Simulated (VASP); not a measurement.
# Sc (Pm-3m) in VASP: a series of runs, part 2 of 2

VASP 6.6.1.

**3. Single point, LDA (volume scaled by 0.85)**

The input, INCAR:

```
SYSTEM = Sc
PREC     = Accurate       ! precision mode
ENCUT    = 520            ! plane-wave cutoff, eV
EDIFF    = 1E-6           ! SCF threshold, eV
ISMEAR   = -1             ! smearing method
SIGMA    = 0.05           ! smearing width, eV
LREAL    = .False.        ! projectors in reciprocal space
LASPH    = .True.         ! aspherical terms in the spheres
NELM     = 100            ! most SCF steps
ALGO     = Normal         ! electronic algorithm
ISIF     = 2              ! what is computed and relaxed
LWAVE    = .False.        ! write WAVECAR
LCHARG   = .False.        ! write CHGCAR
GGA      = CA             ! functional
NBANDS   = 12             ! bands
```

The input, KPOINTS:

```
Automatic mesh
0
Gamma
  15 15 15
  0 0 0
```

The input, POSCAR:

```
Sc
1.0
    2.6952760472      0.0000000000      0.0000000000
    0.0000000000      2.6952760472      0.0000000000
    0.0000000000      0.0000000000      2.6952760472
Sc
1
Direct
    0.0000000000      0.0000000000      0.0000000000
```

Potentials or basis: VASP PAW LDA potentials, release 64 (Sc_sv).

Started as:

```
> cat potpaw_LDA.64/Sc_sv/POTCAR > POTCAR
> mpirun -np 1 vasp_std > vasp.out
```

OUTCAR:

```text
SYSTEM = Sc
   PREC = Accurate
   ENCUT = 520
   EDIFF = 1E-6
   ISMEAR = -1
   LREAL = .False.
   LASPH = .True.
   NELM = 100
   ISIF = 2
   GGA = CA

 ion  position               nearest neighbor table
   1  0.000  0.000  0.000-

  LATTYP: Found a simple cubic cell.
 ALAT       =     2.6952760472

  Lattice vectors:

 A1 = (   2.6952760472,   0.0000000000,   0.0000000000)
 A2 = (   0.0000000000,   2.6952760472,   0.0000000000)
 A3 = (   0.0000000000,   0.0000000000,   2.6952760472)

Analysis of symmetry for initial positions (statically):
=====================================================================
 Subroutine PRICEL returns:
 Original cell was already a primitive cell.

 Routine SETGRP: Setting up the symmetry group for a
 simple cubic supercell.

 Subroutine GETGRP returns: Found 48 space group operations
 (whereof 48 operations were pure point group operations)
 out of a pool of 48 trial point group operations.

The static configuration has the point symmetry O_h .

Analysis of symmetry for dynamics (positions and initial velocities):
=====================================================================
[... 159 lines left out ...]
 fundamental gap:      0.0279560096
 Fermi energy:         5.0220944554

 k-point     1 :       0.0000    0.0000    0.0000
  band No.  band energies     occupation
      1     -43.5897      2.00000
      2     -21.9277      2.00000
      3     -21.9277      2.00000
      4     -21.9277      2.00000
      5      -0.3157      2.00000
      6       4.1290      2.00000
      7       4.1290      2.00000
      8      10.1162      0.00000
      9      10.1162      0.00000
     10      10.1162      0.00000
     11      20.1298      0.00000
     12      20.1298      0.00000
[... 331 lines left out ...]
 k-point    24 :       0.3333    0.2000    0.0000
  band No.  band energies     occupation
      1     -43.3825      2.00000
      2     -22.8108      2.00000
      3     -22.2647      2.00000
      4     -21.8053      2.00000
      5       2.6916      2.00000
      6       4.9494      1.62094
      7       6.0580      0.00000
      8       8.0157      0.00000
      9       8.4614      0.00000
     10       9.4873      0.00000
     11      14.5969      0.00000
     12      18.9098      0.00000

 [... further k-points ...]
[... 5 lines left out ...]
  --------------------------------------------------------------------------------------
  -------------------------------------------------------------------------------------
  Total        1.0526447      1.0526447      1.0526447     -0.0000000     -0.0000000      0.0000000
  in kB       86.1355871     86.1355871     86.1355871     -0.0000000     -0.0000000      0.0000000
  external PRESSURE =      86.1355871 kB  Pullay stress =       0.0000000 kB

 VOLUME and BASIS-vectors are now :
 -----------------------------------------------------------------------------
  energy-cutoff  :      520.00
  volume of cell :       19.58
      direct lattice vectors                 reciprocal lattice vectors
     2.695276047  0.000000000  0.000000000     0.371019511  0.000000000  0.000000000
     0.000000000  2.695276047  0.000000000     0.000000000  0.371019511  0.000000000
     0.000000000  0.000000000  2.695276047     0.000000000  0.000000000  0.371019511

 POSITION                                       TOTAL-FORCE (eV/Angst)
 -----------------------------------------------------------------------------------
      0.00000      0.00000      0.00000         0.000000      0.000000      0.000000
 -----------------------------------------------------------------------------------
    total drift:                               -0.000000      0.000000      0.000000

  FREE ENERGIE OF THE ION-ELECTRON SYSTEM (eV)
  ---------------------------------------------------
  free  energy   TOTEN  =        -5.9122045035 eV

  energy  without entropy=       -5.8929880945  energy(sigma->0) =       -5.90259630
```

OSZICAR:

```text
N       E                     dE             d eps       ncg     rms          rms(c)
DAV:   1     0.720134153566E+02    0.72013E+02   -0.51968E+03  2920   0.968E+02
DAV:   2    -0.488844531226E+01   -0.76902E+02   -0.74814E+02  2888   0.290E+02
DAV:   3    -0.634539102206E+01   -0.14569E+01   -0.14081E+01  3848   0.553E+01
DAV:   4    -0.636576260899E+01   -0.20372E-01   -0.20357E-01  3868   0.478E+00
DAV:   5    -0.636598647412E+01   -0.22387E-03   -0.22386E-03  3820   0.431E-01    0.714E+00
DAV:   6    -0.596372753190E+01    0.40226E+00   -0.59917E-01  4300   0.119E+01    0.239E+00
DAV:   7    -0.591625226914E+01    0.47475E-01   -0.79624E-02  4476   0.388E+00    0.564E-01
DAV:   8    -0.591220970444E+01    0.40426E-02   -0.75067E-03  3144   0.123E+00    0.151E-01
DAV:   9    -0.591221021454E+01   -0.51010E-06   -0.30493E-04  4464   0.287E-01    0.293E-02
DAV:  10    -0.591220473510E+01    0.54794E-05   -0.47840E-05  4308   0.101E-01    0.268E-03
DAV:  11    -0.591220450346E+01    0.23164E-06   -0.65068E-07  2096   0.127E-02
   1 F= -.59122045E+01 E0= -.59025963E+01  d E =-.192164E-01
```

stdout:

```text
POSCAR found type information on POSCAR Sc
 POSCAR found :  1 types and       1 ions
 scaLAPACK will be used
 LDA part: xc-table for (Slater(with rela. corr.)+CA(PZ))
 , standard interpolation
 POSCAR, INCAR and KPOINTS ok, starting setup
 FFT: planning ... GRIDC
 FFT: planning ... GRID_SOFT
 FFT: planning ... GRID
 WAVECAR not read
 entering main loop
```

It took 11 s on 1 thread of Intel Xeon Platinum 8375C at 2.90GHz (Ice Lake), shared host; peak memory 0.13 GiB.

Results:

```
Free energy : -5.9122 eV
Pressure    : 8.6 GPa
```

Levels at points of the mesh, in eV from the Fermi level:
| k point | band 2 | band 3 | band 4 | band 5 | band 6 | band 7 | band 8 | band 9 |
| --- | --- | --- | --- | --- | --- | --- | --- | --- |
| (0.00, 0.00, 0.00) | -26.95 | -26.95 | -26.95 | -5.34 | -0.89 | -0.89 | 5.09 | 5.09 |

**4. Single point, LDA (volume scaled by 0.95)**

The input, INCAR:

```
PREC = Accurate ; ENCUT = 520
EDIFF = 1E-6 ; ISMEAR = -1
SIGMA = 0.05 ; LREAL = False
LASPH = True ; NELM = 100
ALGO = Normal ; ISIF = 2
LWAVE = False ; LCHARG = True
GGA = CA ; LELF = True
LVHAR = True ; NBANDS = 12
```

The input, KPOINTS:

```
Automatic mesh
0
Gamma
  15 15 15
```

The input, POSCAR:

```
Sc
1.0
    2.7970795086      0.0000000000      0.0000000000
    0.0000000000      2.7970795086      0.0000000000
    0.0000000000      0.0000000000      2.7970795086
Sc
1
Direct
    0.0000000000      0.0000000000      0.0000000000
```

Started as:

```
> cat potpaw_LDA.64/Sc_sv/POTCAR > POTCAR
> mpirun -np 1 vasp_std > vasp.out
```

Run time: 11 s. Hardware: 1 thread of Intel Xeon Platinum 8375C at 2.90GHz (Ice Lake), shared host; peak memory 0.14 GiB.

Results (log left out):

```
Free energy : -5.9897 eV
Pressure    : 2.4 GPa
```

Levels at points of the mesh, in eV from the Fermi level:
| k point | band 4 | band 5 | band 6 | band 7 | band 8 | band 9 |
| --- | --- | --- | --- | --- | --- | --- |
| (0.00, 0.00, 0.00) | -27.27 | -5.22 | -0.72 | -0.72 | 4.54 | 4.54 |
